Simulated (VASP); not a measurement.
A run of VASP 6.6.1:

File INCAR:

```
  PREC = Accurate
  ENCUT = 520
  EDIFF = 1E-8
  ISMEAR = 0
  SIGMA = 0.01
  LREAL = F
  LASPH = T
  NELM = 60
  ALGO = Normal
  ISIF = 2
  LWAVE = F
  LCHARG = F
  GGA = PS
  LEPSILON = T
```

The input KPOINTS:

```
regular mesh
0
Gamma
  9 9 5
```

File POSCAR:

```
PtS2
1.0
    3.5432000000      0.0000000000      0.0000000000
   -1.7716000000      3.0685012107      0.0000000000
    0.0000000000      0.0000000000      5.0388000000
Pt S
1 2
Direct
    0.0000000000      0.0000000000      0.0000000000
    0.6666666667      0.3333333333      0.7730000000
    0.3333333333      0.6666666667      0.2270000000
```

Potentials or basis: VASP PAW PBE potentials, release 64 (Pt, S).

The run is started by

```bash
$ cat potpaw_PBE.64/Pt/POTCAR potpaw_PBE.64/S/POTCAR > POTCAR
$ mpirun -np 1 vasp_std > vasp.out
```

Hardware: 1 thread of Intel(R) Xeon(R) 6975P-C (Granite Rapids), with other jobs on the host.

Problem. Estimate the wall time of this run.

Solution. Wall time 4.1 min on 1 thread of Intel(R) Xeon(R) 6975P-C (Granite Rapids), with other jobs on the host, peak memory 0.39 GiB. Counts: scf iterations 131, k points 50.
